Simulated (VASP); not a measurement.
Runs of VASP 6.6.1 on NaH. The structure is that of space group Pm-3m (No. 221), or close to it. The cells are those of the table. 

```csv
level,cell,k mesh,smearing,grid for exact exchange (PRECFOCK),screening parameter,gap on the mesh (eV),pressure (GPa)
r2SCAN,"a = 2.944, b = 2.932, c = 2.932 Å, 2 atoms",8 × 8 × 8,gaussian 0.01 eV,-,-,1.58,-0.4
HSE06,"a = 2.932, b = 2.932, c = 2.793 Å, 2 atoms",6 × 6 × 6,gaussian 0.01 eV,Normal,0.2079 1/Å,1.71,1.7
HSE06,"a = 2.975 Å, angles 88.4°, 2 atoms",6 × 6 × 6,gaussian 0.01 eV,Normal,0.2079 1/Å,1.89,-0.7
PBE,"a = 2.975 Å, angles 88.4°, 2 atoms",8 × 8 × 8,fermi-dirac 0.02 eV,-,-,(c),(a)
r2SCAN,"a = 2.975 Å, angles 88.4°, 2 atoms",8 × 8 × 8,gaussian 0.01 eV,-,-,1.62,-1.2
PBE,"a = 2.944, b = 2.932, c = 2.932 Å, 2 atoms",8 × 8 × 8,fermi-dirac 0.02 eV,-,-,(b),0.6
```

Alike in all rows: task single point; potentials or basis VASP PAW PBE potentials, release 64 (Na_pv, H); no spin polarisation; cutoff (eV) 520.

Problem. Fill in the values left out.

Solution. (a) -0.3; (b) 1.01; (c) 1.05.

Caveats: the PAW data sets were made with another functional, which shifts forces and pressure a little (some runs).

A k mesh can miss the band edges.
